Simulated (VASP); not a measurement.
## Ba: single point with PBE

The system is Ba.

```xyz
1
Lattice="-2.4329 2.4329 2.4321 2.4329 -2.4329 2.4321 2.4329 2.4329 -2.4321" Properties=species:S:1:pos:R:3 pbc="T T T"
Ba    0.0000    0.0000    0.0000
```

```
Program                : VASP 6.6.1
Task                   : single point
Functional             : PBE
Potentials or basis    : VASP PAW PBE potentials, release 64 (Ba_sv)
Cutoff                 : 520 eV
k mesh                 : 16 × 16 × 16
Occupations            : gaussian, width 0.1 eV
Spin                   : no spin polarisation
Dipole correction      : no
Further INCAR settings : ALGO = Fast; EDIFF = 1e-06; NBANDS = 11
```

```
Pressure               : 1.0 GPa
Band gap on the k mesh : zero (bands 5 and 6 overlap by 1.29 eV)
```

Levels at points of the mesh, in eV from the Fermi level:
| k point | band 3 | band 4 | band 5 | band 6 | band 7 | band 8 |
| --- | --- | --- | --- | --- | --- | --- |
| (0.00, 0.00, 0.00) | -13.62 | -13.62 | -2.78 | 1.94 | 1.94 | 1.94 |
| (0.50, 0.00, 0.00) | -13.81 | -13.63 | -0.94 | 0.69 | 1.56 | 3.48 |
| (0.50, 0.50, 0.00) | -13.81 | -13.63 | -0.94 | 0.69 | 1.56 | 3.48 |
| (0.50, 0.50, 0.50) | -14.04 | -14.04 | -0.67 | -0.67 | 4.83 | 4.83 |

It took 3.9 min on 1 thread of Oxide Virtual Turin-like Processor, on a shared host, peak memory 0.31 GiB.

Caveat: spin-orbit coupling is left out, which moves the levels of the heavy elements.
